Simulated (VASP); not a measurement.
Write the native input for VASP 6.6.1 that does the following.

| Property | Result |
| --- | --- |
| Task | single point |
| Functional | PBE |
| Potentials or basis | VASP PAW PBE potentials, release 64 (Ag) |
| Cutoff | 500 eV |
| k mesh | 18 × 18 × 18 |
| Occupations | fermi-dirac, width 0.05 eV |
| Spin | no spin polarisation |
| Dipole correction | no |
| Further INCAR settings | ALGO = Normal; EDIFF = 1e-06; NBANDS = 12 |

The structure of Ag lies in POSCAR:

```
Ag
1.0
   -1.6515559946      1.6515559946      1.6515559946
    1.6515559946     -1.6515559946      1.6515559946
    1.6515559946      1.6515559946     -1.6515559946
Ag
1
Direct
    0.0000000000      0.0000000000      0.0000000000
```

This isn't the form of Ag at room conditions, which is fcc.

These files were run (other wordings do the same):

INCAR

```
PREC     = Accurate       # precision mode
ENCUT    = 500            # plane-wave cutoff, eV
EDIFF    = 1E-6           # SCF threshold, eV
ISMEAR   = -1             # smearing method
SIGMA    = 0.05           # smearing width, eV
LREAL    = False          # projectors in reciprocal space
LASPH    = True           # aspherical terms in the spheres
NELM     = 120            # most SCF steps
ALGO     = Normal         # electronic algorithm
ISIF     = 2              # what is computed and relaxed
LWAVE    = False          # write WAVECAR
LCHARG   = False          # write CHGCAR
GGA      = PE             # functional
NBANDS   = 12             # bands
GGA_COMPAT= False
```

KPOINTS

```
regular mesh
0
Gamma
  18 18 18
```

Potentials or basis: VASP PAW PBE potentials, release 64 (Ag).

Command:

```sh
$ cat potpaw_PBE.64/Ag/POTCAR > POTCAR
$ mpirun -np 1 vasp_std > vasp.out
```

Results of the run:

```yaml
Pressure: -0.1 GPa
Band_gap_on_the_k_mesh: zero (an odd number of electrons rules out a gap without spin polarisation)
```

Wall time 40 s on 1 thread of Intel Xeon 8259CL (shared host), peak memory 0.17 GiB.
